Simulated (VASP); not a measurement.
# Al8N in VASP: further runs

The runs below take Al8N through single point, with PBE.

Program: VASP 6.6.1. These are calculated values, not measurements. Logs are shortened: lines on timing, memory, paths and dates and some standing lists are left out, and cuts for length are marked.

## (1) The cell of the first run

The cell holds a slab with vacuum, 9 atoms: a = 2.854 Å, b = 2.854 Å, c = 33.476 Å, α = 90.00°, β = 90.00°, γ = 120.00°.

## (2) Single point, PBE

Input file INCAR:

```
ALGO     = Normal         # electronic algorithm
DIPOL    = 0.5 0.5 0.402
EDIFF    = 1E-6           # SCF threshold, eV
ENCUT    = 520            # plane-wave cutoff, eV
GGA      = PE             # functional
IDIPOL   = 3            
ISIF     = 2              # what is computed and relaxed
ISMEAR   = 0              # smearing method
LASPH    = True           # aspherical terms in the spheres
LCHARG   = True           # write CHGCAR
LDIPOL   = True         
LELF     = True           # ELF
LREAL    = False          # projectors in reciprocal space
LVACPOTAV= True         
LVHAR    = True         
LWAVE    = False          # write WAVECAR
NBANDS   = 24             # bands
NELM     = 100            # most SCF steps
PREC     = Accurate       # precision mode
SIGMA    = 0.1            # smearing width, eV
```

Input file KPOINTS:

```
k-points
0
Gamma
  9 9 1
```

Input file POSCAR:

```
Al8N
1.0
    2.8543223330      0.0000000000      0.0000000000
   -1.4271611665      2.4719156510      0.0000000000
    0.0000000000      0.0000000000     33.4760593533
Al N
8 1
Direct
    0.3333333333      0.6666666667      0.1194883770
    0.0000000000      0.0000000000      0.1895622803
    0.6666666667      0.3333333333      0.2596361837
    0.0000000000      0.0000000000      0.3297100869
    0.3333333333      0.6666666667      0.3992195594
    0.0000000000      0.0000000000      0.4696536480
    0.6666666667      0.3333333333      0.5400996810
    0.0000000000      0.0000000000      0.6116627748
    0.2222222222     -0.2222222222      0.7003828947
```

Potentials or basis: VASP PAW PBE potentials, release 64 (Al, N).

On the command line:

```sh
cat potpaw_PBE.64/Al/POTCAR potpaw_PBE.64/N/POTCAR > POTCAR
mpirun -np 1 vasp_std > vasp.out
```

OUTCAR:

```text
EDIFF = 1E-6
   ENCUT = 520
   GGA = PE
   ISIF = 2
   ISMEAR = 0
   LASPH = True
   LREAL = False
   NELM = 100
   PREC = Accurate

 ion  position               nearest neighbor table
   1  0.333  0.667  0.119-   2 2.87   2 2.87   2 2.87
   2  0.000  0.000  0.190-   1 2.87   1 2.87   1 2.87   3 2.87   3 2.87   3 2.87
   3  0.667  0.333  0.260-   4 2.87   4 2.87   4 2.87   2 2.87   2 2.87   2 2.87
   4  0.000  0.000  0.330-   5 2.85   5 2.85   5 2.85   3 2.87   3 2.87   3 2.87
   5  0.333  0.667  0.399-   4 2.85   4 2.85   4 2.85   6 2.88   6 2.88   6 2.88
   6  0.000  0.000  0.470-   5 2.88   5 2.88   5 2.88   7 2.88   7 2.88   7 2.88
   7  0.667  0.333  0.540-   6 2.88   6 2.88   6 2.88   8 2.91   8 2.91   8 2.91
   8  0.000  0.000  0.612-   7 2.91   7 2.91   7 2.91
   9  0.222  0.778  0.700-

  LATTYP: Found a hexagonal cell.
 ALAT       =     2.8543223330
 C/A-ratio  =    11.7281986573

  Lattice vectors:

 A1 = (   2.8543223330,   0.0000000000,   0.0000000000)
 A2 = (  -1.4271611665,   2.4719156510,   0.0000000000)
 A3 = (   0.0000000000,   0.0000000000,  33.4760593533)

Analysis of symmetry for initial positions (statically):
=====================================================================
 Subroutine PRICEL returns:
 Original cell was already a primitive cell.

 Routine SETGRP: Setting up the symmetry group for a
 hexagonal supercell.

 Subroutine GETGRP returns: Found  2 space group operations
 (whereof  2 operations were pure point group operations)
 out of a pool of 24 trial point group operations.

The static configuration has the point symmetry C_1h.

Analysis of symmetry for dynamics (positions and initial velocities):
=====================================================================
 Subroutine PRICEL returns:
 Original cell was already a primitive cell.

 Routine SETGRP: Setting up the symmetry group for a
 hexagonal supercell.

 Subroutine GETGRP returns: Found  2 space group operations
 (whereof  2 operations were pure point group operations)
 out of a pool of 24 trial point group operations.

The dynamic configuration has the point symmetry C_1h.

 Subroutine INISYM returns: Found  2 space group operations
 (whereof  2 operations are pure point group operations),
 and found     1 'primitive' translations

----------------------------------------------------------------------------------------

                                     Primitive cell

  volume of cell :     236.1952

  direct lattice vectors                    reciprocal lattice vectors
     2.854322333  0.000000000  0.000000000     0.350345856  0.202272274  0.000000000
    -1.427161166  2.471915651  0.000000000     0.000000000  0.404544548  0.000000000
     0.000000000  0.000000000 33.476059353     0.000000000  0.000000000  0.029872094

  length of vectors
     2.854322333  2.854322333 33.476059353     0.404544548  0.404544548  0.029872094

  position of ions in fractional coordinates (direct lattice)
     0.333333333  0.666666667  0.119488377
     0.000000000  0.000000000  0.189562280
     0.666666667  0.333333333  0.259636184
     0.000000000  0.000000000  0.329710087
     0.333333333  0.666666667  0.399219559
     0.000000000  0.000000000  0.469653648
     0.666666667  0.333333333  0.540099681
     0.000000000  0.000000000  0.611662775
     0.222222222  0.777777778  0.700382895

  ion indices of the primitive-cell ions
   primitive index   ion index
                 1           1
                 2           2
                 3           3
                 4           4
                 5           5
                 6           6
                 7           7
                 8           8
                 9           9

----------------------------------------------------------------------------------------

 KPOINTS: k-points

Automatic generation of k-mesh.
 Grid dimensions read from file:
 generate k-points for:    9    9    1

 Generating k-lattice:

  Cartesian coordinates                     Fractional coordinates (reciprocal lattice)
     0.038927317  0.022474697  0.000000000     0.111111111 -0.000000000  0.000000000
     0.000000000  0.044949394  0.000000000     0.000000000  0.111111111  0.000000000
     0.000000000  0.000000000  0.029872094     0.000000000  0.000000000  1.000000000

  Length of vectors
     0.044949394  0.044949394  0.029872094

  Shift w.r.t. Gamma in fractional coordinates (k-lattice)
     0.000000000  0.000000000  0.000000000

 Subroutine IBZKPT returns following result:
 ===========================================

 Found     25 irreducible k-points:

 Following reciprocal coordinates:
            Coordinates               Weight
  0.000000  0.000000  0.000000      1.000000
  0.111111  0.000000  0.000000      4.000000
 -0.111111  0.111111  0.000000      2.000000
  0.222222  0.000000  0.000000      4.000000
 -0.222222  0.222222  0.000000      2.000000
  0.333333  0.000000  0.000000      4.000000
[... 16 lines left out ...]
 -0.222222 -0.444444  0.000000      4.000000
  0.444444  0.333333  0.000000      4.000000
   k-points           NKPTS =     25   k-points in BZ     NKDIM =     25   number of bands    NBANDS=     24
   number of dos      NEDOS =    301   number of ions     NIONS =      9
   total plane-waves  NPLWV = 144000
   dimension x,y,z NGX =    24 NGY =   24 NGZ =  250
   dimension x,y,z NGXF=    48 NGYF=   48 NGZF=  500
   ions per type =               8   1
   NGX,Y,Z   is equivalent  to a cutoff of  13.98, 13.98, 12.42 a.u.
   NGXF,Y,Z  is equivalent  to a cutoff of  27.96, 27.96, 24.83 a.u.
 SYSTEM =  unknown system
   PREC   = accura    normal or accurate (medium, high low for compatibility)
   ISTART =      0    job   : 0-new  1-cont  2-samecut
   ICHARG =      2    charge: 1-file 2-atom 10-const
   ISPIN  =      1    spin polarized calculation?
   LNONCOLLINEAR =      F non collinear calculations
   LSORBIT =      F    spin-orbit coupling
   LASPH  =      T    aspherical Exc in radial PAW
   ENCUT  =  520.0 eV  38.22 Ry    6.18 a.u.   5.31  5.31 62.24*2*pi/ulx,y,z
   NELM   =    100;   NELMIN=  2; NELMDL= -5     # of ELM steps
   EDIFF  = 0.1E-05   stopping-criterion for ELM
   LREAL  =      F    real-space projection
   EDIFFG = 0.1E-04   stopping-criterion for IOM
   NSW    =      0    number of steps for IOM
   IBRION =     -1    ionic relax: 0-MD 1-quasi-New 2-CG
   NFREE  =      0    steps in history (QN), initial steepest desc. (CG)
   ISIF   =      2    stress and relaxation
   ISYM   =      2    0-nonsym 1-usesym 2-fastsym
   POTIM  = 0.5000    time-step for ionic-motion
   TEBEG  =    0.0;   TEEND  =   0.0 temperature during run
   PSTRESS=    0.0 pullay stress
   NELECT =      29.0000    total number of electrons
   NUPDOWN=      -1.0000    fix difference up-down
   EMIN   =  10.00;   EMAX   =-10.00  energy-range for DOS
   EFERMI =   0.00;   METHOD = LEGACY
   ISMEAR =     0;   SIGMA  =   0.10  broadening in eV -4-tet -1-fermi 0-gaus
   EFERMI_NEDOS =   21; number of points for ismear=-14 and -15
   IALGO  =     38    algorithm
   IMIX   =      4    mixing-type and parameters
     AMIX     =   0.40;   BMIX     =  1.00
     AMIX_MAG =   1.60;   BMIX_MAG =  1.00
  volume/ion in A,a.u.               =      26.24       177.10
  Fermi-wavevector in a.u.,A,eV,Ry     =   0.813674  1.537621  9.007949  0.662066
  Thomas-Fermi vector in A             =   1.923442
   LORBIT       =      0    0 simple, 1 ext, 2 COOP (PROOUT), +10 PAW based schemes
   GGA     = PE    functional components
   LHFCALC =     F    Hartree Fock is set to
   AEXX    =    0.0000 exact exchange contribution
   IVDW    =     0    specifies the selected vdW correction
   LEPSILON=     F    determine dielectric tensor
   LRPA    =     F    only Hartree local field effects (RPA)
 non-spin polarized calculation
 Gauss-broadening in eV      SIGMA  =   0.10
  energy-cutoff  :      520.00
  volume of cell :      236.20
 maximum number of plane-waves:      6403
 NGX is ok and might be reduce to    24
   NGX = 11   NGY = 11   NGZ =125

 number of electron      29.0000000 magnetization

 dipolmoment           0.000000      0.000000      0.142677 electrons x Angstroem

 Free energy of the ion-electron system (eV)
  ---------------------------------------------------
  ext. energy  EPLUGINS =         0.00000000
  ---------------------------------------------------
  free energy    TOTEN  =       -31.67793110 eV

  energy without entropy =      -31.63747159  energy(sigma->0) =      -31.65770135

 E-fermi :   2.2467     XC(G=0):  -6.8594

 val. band max:        2.2391403814   @ k =  -0.3333   0.2222   0.0000
 cond. band min:       2.2622496446   @ k =   0.4444   0.1111   0.0000
 fundamental gap:      0.0231092632
 Fermi energy:         2.2466745871

 k-point     1 :       0.0000    0.0000    0.0000
  band No.  band energies     occupation
      1     -10.4314      2.00000
      2      -8.8187      2.00000
      3      -8.4990      2.00000
      4      -8.0460      2.00000
      5      -7.3564      2.00000
      6      -6.5539      2.00000
[... 16 lines left out ...]
     23      10.9549      0.00000
     24      12.2818      0.00000

 k-point     2 :       0.1111    0.0000    0.0000
  band No.  band energies     occupation
      1     -10.3032      2.00000
      2      -8.5201      2.00000
      3      -8.2010      2.00000
      4      -7.7490      2.00000
      5      -7.0606      2.00000
      6      -6.2597      2.00000
[... 16 lines left out ...]
     23       9.7982      0.00000
     24      10.0425      0.00000

 k-point     3 :      -0.1111    0.1111    0.0000
  band No.  band energies     occupation
      1     -10.3030      2.00000
      2      -8.5201      2.00000
      3      -8.2010      2.00000
      4      -7.7490      2.00000
      5      -7.0606      2.00000
      6      -6.2597      2.00000
[... 16 lines left out ...]
     23       9.8023      0.00000
     24      10.0360      0.00000

 k-point     4 :       0.2222    0.0000    0.0000
  band No.  band energies     occupation
      1      -9.9554      2.00000
      2      -7.6282      2.00000
      3      -7.3109      2.00000
      4      -6.8617      2.00000
      5      -6.1772      2.00000
      6      -5.3811      2.00000
[... 16 lines left out ...]
     23       7.5729      0.00000
     24       8.2332      0.00000

 k-point     5 :      -0.2222    0.2222    0.0000
  band No.  band energies     occupation
      1      -9.9545      2.00000
      2      -7.6282      2.00000
      3      -7.3109      2.00000
      4      -6.8617      2.00000
      5      -6.1772      2.00000
      6      -5.3811      2.00000
[... 451 lines left out ...]
 k-point    22 :       0.3333    0.2222    0.0000
  band No.  band energies     occupation
      1      -9.0423      2.00000
      2      -3.2548      2.00000
      3      -2.9471      2.00000
      4      -2.5163      2.00000
      5      -1.8631      2.00000
      6      -1.1239      2.00000
[... 16 lines left out ...]
     23       3.5642      0.00000
     24       3.8866      0.00000

 k-point    23 :      -0.2222   -0.4444    0.0000
  band No.  band energies     occupation
      1      -9.0415      2.00000
      2      -3.2548      2.00000
      3      -2.9471      2.00000
      4      -2.5163      2.00000
      5      -1.8631      2.00000
      6      -1.1239      2.00000
[... 16 lines left out ...]
     23       3.5686      0.00000
     24       3.8767      0.00000

 k-point    24 :       0.4444    0.3333    0.0000
  band No.  band energies     occupation
      1      -9.0404      2.00000
      2      -3.2548      2.00000
      3      -2.9471      2.00000
      4      -2.5162      2.00000
      5      -1.8631      2.00000
      6      -1.1237      2.00000
[... 16 lines left out ...]
     23       3.5980      0.00000
     24       3.8740      0.00000

 [... further k-points ...]

------------------------ aborting loop because EDIFF is reached ----------------------------------------

  FORCE on cell =-STRESS in cart. coord.  units (eV):
  Direction    XX          YY          ZZ          XY          YZ          ZX
  --------------------------------------------------------------------------------------
  -------------------------------------------------------------------------------------
  Total       -4.7638973     -4.5971707     -2.3841450      0.1443894      0.1088971     -0.1886153
  in kB      -32.3148376    -31.1838850    -16.1723175      0.9794337      0.7386792     -1.2794299
  external PRESSURE =     -26.5570134 kB  Pullay stress =       0.0000000 kB

 VOLUME and BASIS-vectors are now :
 -----------------------------------------------------------------------------
  energy-cutoff  :      520.00
  volume of cell :      236.20
      direct lattice vectors                 reciprocal lattice vectors
     2.854322333  0.000000000  0.000000000     0.350345856  0.202272274  0.000000000
    -1.427161166  2.471915651  0.000000000     0.000000000  0.404544548  0.000000000
     0.000000000  0.000000000 33.476059353     0.000000000  0.000000000  0.029872094

 POSITION                                       TOTAL-FORCE (eV/Angst)
 -----------------------------------------------------------------------------------
     -0.00000      1.64794      4.00000         0.004247     -0.002452     -0.094654
      0.00000      0.00000      6.34580        -0.003207      0.001852      0.043773
      1.42716      0.82397      8.69160         0.000531     -0.000307     -0.000362
      0.00000      0.00000     11.03739         0.000493     -0.000285     -0.101119
     -0.00000      1.64794     13.36430         0.005146     -0.002971      0.227441
      0.00000      0.00000     15.72215        -0.012027      0.006944     -0.101653
      1.42716      0.82397     18.08041        -0.009049      0.005225     -0.021170
      0.00000      0.00000     20.47606         0.079490     -0.045893      1.121633
     -0.47572      1.92260     23.44606        -0.065624      0.037888     -1.073889
 -----------------------------------------------------------------------------------
    total drift:                                0.000190     -0.000110      0.000265

  FREE ENERGIE OF THE ION-ELECTRON SYSTEM (eV)
  ---------------------------------------------------
  free  energy   TOTEN  =       -31.6779311031 eV

  energy  without entropy=      -31.6374715870  energy(sigma->0) =      -31.65770135

 vacuum level on the upper side and lower side of the slab         9.983         6.324
```

Wall time 5.2 min (1 thread of Intel Xeon Platinum 8259CL at 2.50GHz (Skylake/Cascade Lake), shared host); peak memory 0.41 GiB.

Results:

| Item | Value |
| --- | --- |
| Free energy | -31.6779 eV |
| Largest force | 1.125 eV/Å |

Forces in eV/Å, atoms in the order of the input:
```
Al   0.004 -0.002 -0.095
Al  -0.003  0.002  0.044
Al   0.001  0.000  0.000
Al   0.000  0.000 -0.101
Al   0.005 -0.003  0.227
Al  -0.012  0.007 -0.102
Al  -0.009  0.005 -0.021
Al   0.079 -0.046  1.122
N   -0.066  0.038 -1.074
```

Levels at points of the mesh, in eV from the Fermi level:
| k point | band 12 | band 13 | band 14 | band 15 | band 16 | band 17 |
| --- | --- | --- | --- | --- | --- | --- |
| (0.00, 0.00, 0.00) | -1.24 | -0.23 | 1.31 | 1.48 | 1.48 | 2.88 |

## (3) Single point, PBE

Input file INCAR:

```
PREC = Accurate
ENCUT = 520
EDIFF = 1E-6
ISMEAR = 0
SIGMA = 0.1
LREAL = F
LASPH = T
NELM = 60
ALGO = Normal
ISIF = 2
LWAVE = F
LCHARG = F
LDIPOL = T
IDIPOL = 3
DIPOL = 0.5 0.5 0.397
GGA = PE
NBANDS = 24
```

Input file KPOINTS:

```
regular mesh
0
Gamma
  9 9 1
```

Changes to POSCAR since step 2:

```diff
@@ -16,2 +16,2 @@
     0.0000000000      0.0000000000      0.6116627748
-    0.2222222222     -0.2222222222      0.7003828947
+    0.4444444444     -0.4444444444      0.6507952183
```

Potentials or basis: VASP PAW PBE potentials, release 64 (Al, N).

On the command line:

```sh
cat potpaw_PBE.64/Al/POTCAR potpaw_PBE.64/N/POTCAR > POTCAR
mpirun -np 1 vasp_std > vasp.out
```

Wall time 4.4 min (1 thread of Intel Xeon Platinum 8259CL at 2.50GHz (Skylake/Cascade Lake), shared host); peak memory 0.42 GiB.

Results (log left out):

```
Free energy   : -35.7526 eV
Largest force : 2.875 eV/Å
```

Forces in eV/Å, atoms in the order of the input:
```
Al   0.000  0.000 -0.040
Al   0.000  0.000  0.031
Al  -0.009  0.005 -0.013
Al  -0.004  0.002 -0.068
Al   0.013 -0.008  0.197
Al   0.000  0.000 -0.089
Al   0.062 -0.036 -0.008
Al   0.188 -0.109  2.850
N   -0.249  0.144 -2.861
```

Levels at points of the mesh, in eV from the Fermi level:
```
           k point  band 10  band 11  band 12  band 13  band 14  band 15  band 16  band 17  band 18  band 19
(0.00, 0.00, 0.00)    -3.51    -2.08    -0.62     0.57     0.97     1.33     2.60     3.80     4.76     5.88
```

## (4) Single point, PBE

Input file INCAR:

```
SYSTEM = Al8N
ALGO = Normal ; DIPOL = 0.5 0.5 0.399
EDIFF = 1E-6 ; ENCUT = 520
GGA = PE ; IDIPOL = 3
ISIF = 2 ; ISMEAR = 0
LASPH = .TRUE. ; LCHARG = .TRUE.
LDIPOL = .TRUE. ; LELF = .TRUE.
LREAL = .FALSE. ; LVACPOTAV = .TRUE.
LVHAR = .TRUE. ; LWAVE = .FALSE.
NBANDS = 24 ; NELM = 100
PREC = Accurate ; SIGMA = 0.1
```

Input file KPOINTS:

```
k-points
0
G
  9 9 1
  0 0 0
```

Changes to POSCAR since step 3:

```diff
@@ -16,2 +16,2 @@
     0.0000000000      0.0000000000      0.6116627748
-    0.4444444444     -0.4444444444      0.6507952183
+    0.4444444444     -0.4444444444      0.6734980099
```

On the command line:

```sh
cat potpaw_PBE.64/Al/POTCAR potpaw_PBE.64/N/POTCAR > POTCAR
mpirun -np 1 vasp_std > vasp.out
```

Wall time 5.2 min (1 thread of Intel Xeon Platinum 8259CL at 2.50GHz (Skylake/Cascade Lake), shared host); peak memory 0.42 GiB.

It converged, with:

```
Free energy   : -33.3567 eV
Largest force : 2.725 eV/Å
```

Forces on the atoms (eV/Å):
```
Al  -0.001  0.001 -0.116
Al   0.001  0.000  0.034
Al  -0.003  0.002  0.027
Al   0.001 -0.001 -0.044
Al  -0.010  0.006  0.208
Al   0.002 -0.001 -0.168
Al   0.066 -0.038  0.171
Al  -0.071  0.041  2.611
N    0.014 -0.008 -2.724
```

Levels at points of the mesh, in eV from the Fermi level:
```tsv
k point	band 11	band 12	band 13	band 14	band 15	band 16	band 17	band 18
(0.00, 0.00, 0.00)	-2.45	-1.09	0.34	1.20	1.31	1.90	3.35	4.38
```
